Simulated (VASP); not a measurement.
Wanted: the native input for a VASP 6.6.1 run.

```
Task                   : single point
Functional             : PBEsol
Potentials or basis    : VASP PAW PBE potentials, release 64 (W_sv)
Cutoff                 : 520 eV
k mesh                 : 20 × 20 × 20
Occupations            : gaussian, width 0.15 eV
Spin                   : no spin polarisation
Dipole correction      : no
Further INCAR settings : ALGO = Fast; EDIFF = 1e-06; NBANDS = 13
```

The structure of W lies in POSCAR:

```
W
1.0
   -1.7250840000      1.7250840000      1.4695160000
    1.7250840000     -1.7250840000      1.4695160000
    1.7250840000      1.7250840000     -1.4695160000
W
1
Direct
    0.0000000000      0.0000000000      0.0000000000
```

This cell differs from its parent crystal: strain +0.080 along x and y, -0.080 along z.

The input as run:

INCAR

```
SYSTEM = W
PREC     = Accurate       ! precision mode
ENCUT    = 520            ! plane-wave cutoff, eV
EDIFF    = 1E-6           ! SCF threshold, eV
ISMEAR   = 0              ! smearing method
SIGMA    = 0.15           ! smearing width, eV
LREAL    = .False.        ! projectors in reciprocal space
LASPH    = .True.         ! aspherical terms in the spheres
NELM     = 60             ! most SCF steps
ALGO     = Fast           ! electronic algorithm
ISIF     = 2              ! what is computed and relaxed
LWAVE    = .False.        ! write WAVECAR
LCHARG   = .False.        ! write CHGCAR
GGA      = PS             ! functional
NBANDS   = 13             ! bands
```

KPOINTS

```
regular mesh
0
Gamma
  20 20 20
  0 0 0
```

Potentials or basis: VASP PAW PBE potentials, release 64 (W_sv).

The run is started by

```console
$ cat potpaw_PBE.64/W_sv/POTCAR > POTCAR
$ mpirun -np 1 vasp_std > vasp.out
```

It gave:

```
Pressure               : -24.1 GPa
Band gap on the k mesh : zero (band 7 reaches 14.33 eV, above the bottom of band 8 at 8.64 eV)
```

Caveat: the cell differs from its parent crystal (strain +0.080 along x and y, -0.080 along z); the PAW data sets were made with another functional, which shifts forces and pressure a little; spin-orbit coupling is left out, which moves the levels of the heavy elements.

Wall time 3.1 min on 1 thread of AMD EPYC 7R13 Processor (Zen 3), with other jobs on the host, peak memory 0.22 GiB.
